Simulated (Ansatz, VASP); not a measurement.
**One calculation of Ba, two programs**

The input INCAR:

```
SYSTEM = Ba
  PREC = Accurate
  ENCUT = 520
  EDIFF = 1E-6
  ISMEAR = -1
  SIGMA = 0.05
  LREAL = .FALSE.
  LASPH = .TRUE.
  NELM = 80
  ALGO = Normal
  ISIF = 2
  LWAVE = .FALSE.
  LCHARG = .FALSE.
  GGA = PS
  NBANDS = 11
```

Contents of KPOINTS:

```
regular mesh
0
G
  7 7 7
  0 0 0
```

File POSCAR:

```
Ba
1.0
    0.0000000000      3.2326650028      3.2326650028
    3.2326650028      0.0000000000      3.2326650028
    3.2326650028      3.2326650028      0.0000000000
Ba
1
Direct
    0.0000000000      0.0000000000      0.0000000000
```

Contents of input.yaml:

```yaml
crystal:
  lattice:
    - [0.0, 3.2326650028, 3.2326650028]
    - [3.2326650028, 0.0, 3.2326650028]
    - [3.2326650028, 3.2326650028, 0.0]
  atoms:
    - { symbol: Ba, position: [0.0, 0.0, 0.0] }
hamiltonian:
  xc: pbesol
  pseudopotentials: { kind: paw }
kpoints:
  mp_grid: { grid: [7, 7, 7] }
  band_path:
    path:
      - [[0.0, 0.0, 0.0], [0.5, 0.0, 0.5], [0.5, 0.25, 0.75], [0.375, 0.375, 0.75], [0.0, 0.0, 0.0], [0.5, 0.5, 0.5], [0.625, 0.25, 0.625], [0.5, 0.25, 0.75], [0.5, 0.5, 0.5], [0.375, 0.375, 0.75]]
      - [[0.625, 0.25, 0.625], [0.5, 0.0, 0.5]]
    npoints: 14
scf:
  occupations: { method: fermi_dirac, width: 0.05 }
  n_extra_bands: 6
output:
  forces: true
  stress: true
  eigenvalues: true
  fatbands: true
```

Alike in both runs: functional PBEsol; k mesh 7 × 7 × 7; occupations fermi-dirac, width 0.05 eV; no spin polarisation.

|  | VASP | Ansatz |
| --- | --- | --- |
| version | VASP 6.6.1 | Ansatz 0.2.0 |
| potentials or method | VASP PAW PBE potentials, release 64 (Ba_sv) | Ansatz PAW |
| plane-wave cutoff (eV) | 520 | 420 |
| valence electrons in the cell | 10 | 10 |
| task | single point | band structure |

```csv
,VASP,Ansatz,Ansatz less VASP
gap on the k mesh at the Fermi level (eV),none,none,-
pressure (GPa),-0.9,-1.0,-0.04
```

VASP's potentials were made for PBE, not for PBEsol. A gap of «none» marks a metal or a gap that the smearing closes. With one functional, cell and mesh, what is left measures potentials, basis and numerics.

Spin-orbit coupling is off throughout.
